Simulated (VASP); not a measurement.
Here is a VASP 6.6.1 calculation.

POSCAR

```
TlBr
1.0
    3.9964367044      0.0000000000      0.0000000000
    0.0000000000      3.9964367044      0.0000000000
    0.0000000000      0.0000000000      3.9964367044
Tl Br
1 1
Direct
    0.0000000000      0.0000000000      0.0000000000
    0.5000000000      0.5000000000      0.5000000000
```

File INCAR.step1:

```
ALGO = Normal ; EDIFF = 1E-5
ENCUT = 550 ; GGA = PE
GGA_COMPAT = F ; ISMEAR = -1
LASPH = T ; LCHARG = F
LREAL = F ; LWAVE = T
NBANDS = 17 ; NELM = 120
PREC = Accurate ; SIGMA = 0.1
```

The input INCAR.step2:

```
ALGO = Normal ; EDIFF = 1E-6
ENCUT = 550 ; GGA_COMPAT = F
ISIF = 2 ; ISMEAR = -1
ISTART = 1 ; LASPH = T
LCHARG = F ; LMIXTAU = T
LREAL = F ; LWAVE = F
METAGGA = R2SCAN ; NBANDS = 17
NELM = 120 ; PREC = Accurate
SIGMA = 0.1
```

KPOINTS

```
k-points
0
Gamma
  10 10 10
```

Potentials or basis: VASP PAW PBE potentials, release 64 (Tl_d, Br).

Launch:

```sh
$ cat potpaw_PBE.64/Tl_d/POTCAR potpaw_PBE.64/Br/POTCAR > POTCAR
$ cp INCAR.step1 INCAR
$ mpirun -np 1 vasp_std > vasp.out
$ cp INCAR.step2 INCAR
$ mpirun -np 1 vasp_std > vasp.out
```

Task: Predict the band gap on the k mesh.

Result: 2.33 eV, direct.

Task: Estimate the pressure.

Result: 0.0 GPa.

Caveat: the PAW data sets were made with another functional, which shifts forces and pressure a little; spin-orbit coupling is left out, which moves the levels of the heavy elements. r2SCAN opens gaps a little over a GGA but as a rule still falls short of measured ones.
